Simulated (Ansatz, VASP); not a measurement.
# One calculation of NaF, two programs

INCAR

```
SYSTEM = NaF
ALGO = Normal
EDIFF = 1E-8
ENCUT = 520
GGA = CA
ISIF = 2
ISMEAR = -1
LASPH = .True.
LCHARG = .False.
LEFG = .True.
LREAL = .False.
LWAVE = .False.
NBANDS = 14
NELM = 60
PREC = Accurate
SIGMA = 0.02
```

File KPOINTS:

```
k-points
0
Gamma
  10 10 10
  0 0 0
```

POSCAR

```
NaF
1.0
    0.0464660000      2.3465330000      2.3465330000
    2.3465330000      0.0464660000      2.3465330000
    2.3465330000      2.3465330000      0.0464660000
Na F
1 1
Direct
    0.0000000000      0.0000000000      0.0000000000
    0.5000000000      0.5000000000      0.5000000000
```

Input for Ansatz:

```yaml
crystal:
  lattice:
    - [0.046466, 2.346533, 2.346533]
    - [2.346533, 0.046466, 2.346533]
    - [2.346533, 2.346533, 0.046466]
  atoms:
    - { symbol: Na, position: [0.0, 0.0, 0.0] }
    - { symbol: F, position: [0.5, 0.5, 0.5] }
kpoints:
  mp_grid: { grid: [10, 10, 10] }
scf:
  occupations: { method: fermi_dirac, width: 0.02 }
hamiltonian:
  xc: lda
  pseudopotentials: { kind: paw }
output:
  forces: true
  stress: true
  eigenvalues: true
  efg: { contact_densities: true }
  write_density: true
  write_potential: true
  elf: true
  volumetric_format: npy
```

Change from the starting cell: equal xy, yz and zx shear strains of +2 %, PAW files.

Alike in both runs: task electric field gradients; functional LDA; k mesh 10 × 10 × 10; occupations fermi-dirac, width 0.02 eV; no spin polarisation.

|  | VASP | Ansatz |
| --- | --- | --- |
| version | VASP 6.6.1 | Ansatz 0.2.0 |
| potentials or method | VASP PAW LDA potentials, release 64 (Na_pv, F) | PAW with Ansatz's default frozen-core files, scalar-relativistic |
| plane-wave cutoff (eV) | 520 | 420 |
| valence electrons in the cell | 14 | 16 |

```csv
,VASP,Ansatz,Ansatz less VASP
gap on the k mesh at the Fermi level (eV),5.88,5.90,+0.023
pressure (GPa),-4.7,-4.6,+0.09
"traceless stress, the component that is largest in VASP (GPa)",-0.60,-0.60,-0.004
size of Vzz on the site where it differs most (V/Å²),1.8,1.6,-0.14
```

LDA's correlation is that of Perdew and Zunger in VASP and of Perdew and Wang (1992) in Ansatz. VASP's potentials hold 14 valence electrons a cell and Ansatz's 16, so a difference there can come from the potentials and not from the codes.
